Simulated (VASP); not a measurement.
LiB18N18 (a cell with a defect), 37 atoms in the cell. The cell holds a defect, 37 atoms: a = 7.465 Å, b = 7.465 Å, c = 6.495 Å, α = 90.00°, β = 90.00°, γ = 120.00°. 

```yaml
Program: VASP 6.6.1
Task: single point
Functional: PBE
Potentials_or_basis: VASP PAW PBE potentials, release 64 (B, N, Li_sv)
Cutoff: 520 eV
k_mesh: 2 × 2 × 2, shifted
Occupations: fermi-dirac, width 0.01 eV
Spin: no spin polarisation
Dipole_correction: no
Charge: 1
Further_INCAR_settings: LREAL = Auto; ALGO = Normal; EDIFF = 1e-06; NBANDS = 98; NELECT = 146.0
```

Potentials or basis: VASP PAW PBE potentials, release 64 (B, N, Li_sv).

Launch:

```console
$ cat potpaw_PBE.64/B/POTCAR potpaw_PBE.64/N/POTCAR potpaw_PBE.64/Li_sv/POTCAR > POTCAR
$ mpirun -np 1 vasp_std > vasp.out
```

Hardware: 1 thread of Intel(R) Xeon(R) 6975P-C (Granite Rapids) (shared host).

Question: Estimate the wall time of this run.

Answer: It took 7 min on 1 thread of Intel(R) Xeon(R) 6975P-C (Granite Rapids), with other jobs on the host, peak memory 0.5 GiB. Counts: scf iterations 16, k points 12.
